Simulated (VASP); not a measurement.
A run of VASP 6.6.1 is set up as follows.

INCAR

```
PREC = Accurate
ENCUT = 520
EDIFF = 1E-8
ISMEAR = -1
SIGMA = 0.03
LREAL = False
LASPH = True
NELM = 80
ALGO = Normal
ISIF = 2
LWAVE = False
LCHARG = False
LEFG = True
NBANDS = 14
```

File KPOINTS:

```
Automatic mesh
0
Gamma
  16 16 16
```

The input POSCAR:

```
Rh
1.0
    0.0000000000      1.9015500000      1.9015500000
    1.9015500000      0.0000000000      1.9015500000
    1.9015500000      1.9015500000      0.0000000000
Rh
1
Direct
    0.0000000000      0.0000000000      0.0000000000
```

Potentials or basis: VASP PAW LDA potentials, release 64 (Rh_pv).

Run with:

```console
$ cat potpaw_LDA.64/Rh_pv/POTCAR > POTCAR
$ mpirun -np 1 vasp_std > vasp.out
```

Problem. What does it give for the pressure?

Solution. -10.4 GPa.

Problem. Estimate the band gap on the k mesh.

Solution. Zero (an odd number of electrons rules out a gap without spin polarisation).

Caveat: the cell stands under tension.
